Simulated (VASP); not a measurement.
# GaP in VASP: single point with PBEsol

Aim: the single point of GaP with PBEsol.

All numbers are computed with VASP 6.6.1; they aren't measurements. Logs are shortened: lines on timing, memory, paths and dates and some standing lists are left out, and cuts for length are marked.

## 1. The cell of the first run

The cell holds a slab with vacuum, 14 atoms: a = 3.846 Å, b = 5.438 Å, c = 26.537 Å, α = 90.00°, β = 90.00°, γ = 90.00°.

## 2. Single point, PBEsol

INCAR

```
SYSTEM = GaP
PREC = Accurate ; ENCUT = 520
EDIFF = 1E-6 ; ISMEAR = 0
SIGMA = 0.05 ; LREAL = .False.
LASPH = .True. ; NELM = 80
ALGO = Normal ; ISIF = 2
LWAVE = .False. ; LCHARG = .False.
LDIPOL = .True. ; IDIPOL = 3
DIPOL = 0.5 0.5 0.500 ; GGA = PS
NBANDS = 76
```

KPOINTS

```
regular mesh
0
Gamma
  7 5 1
  0 0 0
```

POSCAR

```
GaP
1.0
    3.8455650149      0.0000000000      0.0000000000
    0.0000000000      5.4384501990      0.0000000000
    0.0000000000      0.0000000000     26.5366950446
Ga P
7 7
Direct
    0.5000000000      0.5572052946      0.2986922050
    0.0000000000     -0.0171055141      0.3522177955
    0.5000000000      0.4874952391      0.4281923728
    0.0000000000     -0.0150002428      0.4999997379
    0.5000000000      0.4874913554      0.5718094523
    0.0000000000     -0.0171115888      0.6477807112
    0.5000000000      0.5572008072      0.7013094921
    0.0000000000      0.7648595077      0.2748287909
    0.5000000000      0.2332076658      0.3555721795
    0.0000000000      0.7391545829      0.4268085733
    0.5000000000      0.2353909066      0.5000001179
    0.0000000000      0.7391521714      0.5731894441
    0.5000000000      0.2332014524      0.6444284366
    0.0000000000      0.7648583626      0.7251706908
```

Potentials or basis: VASP PAW PBE potentials, release 64 (Ga_d, P).

Launch:

```
$ cat potpaw_PBE.64/Ga_d/POTCAR potpaw_PBE.64/P/POTCAR > POTCAR
$ mpirun -np 1 vasp_std > vasp.out
```

OUTCAR:

```text
SYSTEM = GaP
   PREC = Accurate
   ENCUT = 520
   EDIFF = 1E-6
   ISMEAR = 0
   LREAL = .False.
   LASPH = .True.
   NELM = 80
   ISIF = 2
   GGA = PS

 ion  position               nearest neighbor table
   1  0.500  0.557  0.299-   8 2.32   8 2.32   9 2.32
   2  0.000  0.983  0.352-   9 2.36   9 2.36   8 2.37  10 2.38
   3  0.500  0.487  0.428-  11 2.35  10 2.36  10 2.36   9 2.37
   4  0.000  0.985  0.500-  11 2.36  11 2.36  12 2.36  10 2.36
   5  0.500  0.487  0.572-  11 2.35  12 2.36  12 2.36  13 2.37
   6  0.000  0.983  0.648-  13 2.36  13 2.36  14 2.37  12 2.38
   7  0.500  0.557  0.701-  14 2.32  14 2.32  13 2.32
   8  0.000  0.765  0.275-   1 2.32   1 2.32   2 2.37
   9  0.500  0.233  0.356-   1 2.32   2 2.36   2 2.36   3 2.37
  10  0.000  0.739  0.427-   4 2.36   3 2.36   3 2.36   2 2.38
  11  0.500  0.235  0.500-   3 2.35   5 2.35   4 2.36   4 2.36
  12  0.000  0.739  0.573-   4 2.36   5 2.36   5 2.36   6 2.38
  13  0.500  0.233  0.644-   7 2.32   6 2.36   6 2.36   5 2.37
  14  0.000  0.765  0.725-   7 2.32   7 2.32   6 2.37

  LATTYP: Found a simple orthorhombic cell.
 ALAT       =     3.8455650149
 B/A-ratio  =     1.4142135624
 C/A-ratio  =     6.9005971663

  Lattice vectors:

 A1 = (   3.8455650149,   0.0000000000,   0.0000000000)
 A2 = (   0.0000000000,   5.4384501990,   0.0000000000)
 A3 = (   0.0000000000,   0.0000000000,  26.5366950446)

Analysis of symmetry for initial positions (statically):
=====================================================================
 Subroutine PRICEL returns:
 Original cell was already a primitive cell.

 Routine SETGRP: Setting up the symmetry group for a
 simple orthorhombic supercell.

 Subroutine GETGRP returns: Found  2 space group operations
 (whereof  2 operations were pure point group operations)
 out of a pool of  8 trial point group operations.

The static configuration has the point symmetry C_1h.

Analysis of symmetry for dynamics (positions and initial velocities):
=====================================================================
 Subroutine PRICEL returns:
 Original cell was already a primitive cell.

 Routine SETGRP: Setting up the symmetry group for a
 simple orthorhombic supercell.

 Subroutine GETGRP returns: Found  2 space group operations
 (whereof  2 operations were pure point group operations)
 out of a pool of  8 trial point group operations.

The dynamic configuration has the point symmetry C_1h.

[... 130 lines left out ...]
  volume/ion in A,a.u.               =      39.64       267.52
  Fermi-wavevector in a.u.,A,eV,Ry     =   0.998706  1.887281 13.570635  0.997414
  Thomas-Fermi vector in A             =   2.130947
   LORBIT       =      0    0 simple, 1 ext, 2 COOP (PROOUT), +10 PAW based schemes
   GGA     = PS    functional components
   LHFCALC =     F    Hartree Fock is set to
   AEXX    =    0.0000 exact exchange contribution
   IVDW    =     0    specifies the selected vdW correction
   LEPSILON=     F    determine dielectric tensor
   LRPA    =     F    only Hartree local field effects (RPA)
 non-spin polarized calculation
 Gauss-broadening in eV      SIGMA  =   0.05
  energy-cutoff  :      520.00
  volume of cell :      554.99
 maximum number of plane-waves:     14984
 NGX is ok and might be reduce to    30
   NGX = 15   NGY = 21   NGZ = 99

 dipolmoment           0.000000      0.000000      0.000075 electrons x Angstroem

 number of electron     126.0000020 magnetization

 dipolmoment           0.000000      0.000000     -0.000014 electrons x Angstroem

 Free energy of the ion-electron system (eV)
  ---------------------------------------------------
  ext. energy  EPLUGINS =         0.00000000
  ---------------------------------------------------
  free energy    TOTEN  =       -67.15240429 eV

  energy without entropy =      -67.15240429  energy(sigma->0) =      -67.15240429

 E-fermi :  -0.0029     XC(G=0):  -5.6248

 val. band max:       -0.2742749862   @ k =   0.0000   0.0000   0.0000
 cond. band min:       0.7065554962   @ k =   0.4286   0.0000   0.0000
 fundamental gap:      0.9808304824
 Fermi energy:        -0.0028555744

 k-point     1 :       0.0000    0.0000    0.0000
  band No.  band energies     occupation
      1     -15.0173      2.00000
      2     -15.0172      2.00000
      3     -14.9337      2.00000
      4     -14.9294      2.00000
      5     -14.8983      2.00000
      6     -14.8806      2.00000
[... 925 lines left out ...]
     74       4.1802      0.00000
     75       4.5625      0.00000
 [bands above 75 left out]

------------------------ aborting loop because EDIFF is reached ----------------------------------------

 vacuum level on the upper side and lower side of the slab       (xc-potential included)        -0.175        -0.175

  FORCE on cell =-STRESS in cart. coord.  units (eV):
  Direction    XX          YY          ZZ          XY          YZ          ZX
  --------------------------------------------------------------------------------------
  -------------------------------------------------------------------------------------
  Total       -2.3393032     -0.8664449     -0.1285268      0.0000000     -0.0003103      0.0000000
  in kB       -6.7532831     -2.5013208     -0.3710412      0.0000000     -0.0008957      0.0000000
  external PRESSURE =      -3.2085484 kB  Pullay stress =       0.0000000 kB

 VOLUME and BASIS-vectors are now :
 -----------------------------------------------------------------------------
  energy-cutoff  :      520.00
  volume of cell :      554.99
      direct lattice vectors                 reciprocal lattice vectors
     3.845565015  0.000000000  0.000000000     0.260039811  0.000000000  0.000000000
     0.000000000  5.438450199  0.000000000     0.000000000  0.183875914  0.000000000
     0.000000000  0.000000000 26.536695045     0.000000000  0.000000000  0.037683668

 POSITION                                       TOTAL-FORCE (eV/Angst)
 -----------------------------------------------------------------------------------
      1.92278      3.03033      7.92630         0.000000      0.004931     -0.000593
      0.00000      5.34542      9.34670         0.000000     -0.001214     -0.007874
      1.92278      2.65122     11.36281         0.000000      0.001400      0.004385
      0.00000      5.35687     13.26834         0.000000      0.002209     -0.000198
      1.92278      2.65120     15.17393         0.000000      0.001398     -0.004713
      0.00000      5.34539     17.18996         0.000000     -0.001262      0.007857
      1.92278      3.03031     18.61044         0.000000      0.004796      0.000347
      0.00000      4.15965      7.29305         0.000000     -0.009849      0.013277
      1.92278      1.26829      9.43571         0.000000      0.006200     -0.002472
      0.00000      4.01986     11.32609         0.000000     -0.002793      0.002573
      1.92278      1.28016     13.26835         0.000000      0.000524      0.000138
      0.00000      4.01984     15.21055         0.000000     -0.002901     -0.002150
      1.92278      1.26825     17.10100         0.000000      0.006370      0.002649
      0.00000      4.15964     19.24363         0.000000     -0.009809     -0.013224
 -----------------------------------------------------------------------------------
    total drift:                                0.000000      0.002518     -0.000050

  FREE ENERGIE OF THE ION-ELECTRON SYSTEM (eV)
  ---------------------------------------------------
  free  energy   TOTEN  =       -67.1524042941 eV

  energy  without entropy=      -67.1524042941  energy(sigma->0) =      -67.15240429

 vacuum level on the upper side and lower side of the slab         4.887         4.887
```

OSZICAR:

```text
N       E                     dE             d eps       ncg     rms          rms(c)
DAV:   1     0.121228349923E+04    0.12123E+04   -0.55075E+04  1920   0.191E+03
DAV:   2     0.146977795749E+03   -0.10653E+04   -0.10263E+04  2056   0.513E+02
DAV:   3    -0.517592222571E+02   -0.19874E+03   -0.19123E+03  2240   0.181E+02
[... 16 lines left out ...]
DAV:  20    -0.671523437933E+02   -0.32249E-04   -0.12402E-06  1428   0.635E-03    0.110E-03
DAV:  21    -0.671523804690E+02   -0.36676E-04   -0.15568E-06  1364   0.152E-02    0.687E-04
DAV:  22    -0.671523938003E+02   -0.13331E-04   -0.51603E-07  1468   0.799E-03    0.497E-04
DAV:  23    -0.671524035156E+02   -0.97153E-05   -0.57794E-07  1348   0.287E-03    0.361E-04
DAV:  24    -0.671524042941E+02   -0.77854E-06   -0.55724E-08  1280   0.276E-03
   1 F= -.67152404E+02 E0= -.67152404E+02  d E =-.128469E-15
```

Run time: 17 min. Hardware: 1 thread of Intel Xeon Platinum 8375C at 2.90GHz (Ice Lake), shared host; peak memory 0.73 GiB.

What came out:

```
Free energy            : -67.1524 eV
Largest force          : 0.017 eV/Å
Band gap on the k mesh : 0.98 eV (least direct gap 1.62 eV)
```

Forces on the atoms (eV/Å):
```
Ga   0.000  0.005 -0.001
Ga   0.000 -0.001 -0.008
Ga   0.000  0.001  0.004
Ga   0.000  0.002  0.000
Ga   0.000  0.001 -0.005
Ga   0.000 -0.001  0.008
Ga   0.000  0.005  0.000
P    0.000 -0.010  0.013
P    0.000  0.006 -0.002
P    0.000 -0.003  0.003
P    0.000  0.001  0.000
P    0.000 -0.003 -0.002
P    0.000  0.006  0.003
P    0.000 -0.010 -0.013
```

Levels at points of the mesh, in eV from the valence-band top:
| k point | band 61 | band 62 | band 63 | band 64 | band 65 | band 66 |
| --- | --- | --- | --- | --- | --- | --- |
| (0.00, 0.00, 0.00) | -0.25 | -0.17 | 0.00 | 1.62 | 1.78 | 1.86 |

Caveat: the PAW data sets were made with another functional, which shifts forces and pressure a little.
